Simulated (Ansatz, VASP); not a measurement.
Cu in VASP and in Ansatz

```
Cu
1.0
    -2.00838    2.00838    2.66447
     2.00838   -2.00838    2.66447
     2.00838    2.00838   -2.66447
Cu
3
Direct
  0.75000 0.25000 0.50000
  0.25000 0.75000 0.50000
  0.50000 0.50000 0.00000
```

Alike in both runs: functional PBE; k mesh 16 × 16 × 16; occupations gaussian, width 0.1 eV; no spin polarisation.

Ansatz relaxed the structure, and its values are those at the end. VASP's run is a single point on that final structure, the one shown.

```csv
,VASP,Ansatz
version,VASP 6.6.1,Ansatz 0.2.0
potentials or method,"VASP PAW PBE potentials, release 64 (Cu), cutoff 520 eV","scalar-relativistic, plane waves, PAW"
valence electrons in the cell,33,57
```

Ansatz gave:

- gap on the k mesh at the Fermi level (eV): none
- pressure (GPa): 0.0

Question: What did VASP give for the same quantities?

Answer: gap on the k mesh at the Fermi level (eV): none; pressure (GPa): 0.4.

A gap of «none» marks a metal or a gap that the smearing closes. VASP's potentials hold 33 valence electrons a cell and Ansatz's 57, so a difference there can come from the potentials and not from the codes.
